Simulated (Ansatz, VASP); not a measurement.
**One calculation of Ir, two programs**

```
CELL_PARAMETERS angstrom
0.00000 1.91974 1.91974
1.91974 0.00000 1.91974
1.91974 1.91974 0.00000
ATOMIC_POSITIONS crystal
Ir 0.00000 0.00000 0.00000
```

Alike in both runs: task relaxation of cell and atoms; functional PBEsol; k mesh 19 × 19 × 19; occupations fermi-dirac, width 0.1 eV; no spin polarisation.

|  | VASP | Ansatz |
| --- | --- | --- |
| version | VASP 6.6.1 | Ansatz 0.2.0 |
| potentials or method | VASP PAW PBE potentials, release 64 (Ir) | PAW with Ansatz's default frozen-core files, scalar-relativistic |
| plane-wave cutoff (eV) | 600 | 420 |
| valence electrons in the cell | 9 | 17 |

```csv
,VASP,Ansatz,Ansatz less VASP
relaxed volume (Å³/atom),14.10,14.06,-0.039
relaxed length of the cell vector where the two differ most in proportion (Å),2.712,2.709,-0.0025
```

VASP's potentials were made for PBE, not for PBEsol. VASP's potentials hold 9 valence electrons a cell and Ansatz's 17, so a difference there can come from the potentials and not from the codes.

Neither program's run includes spin-orbit coupling.
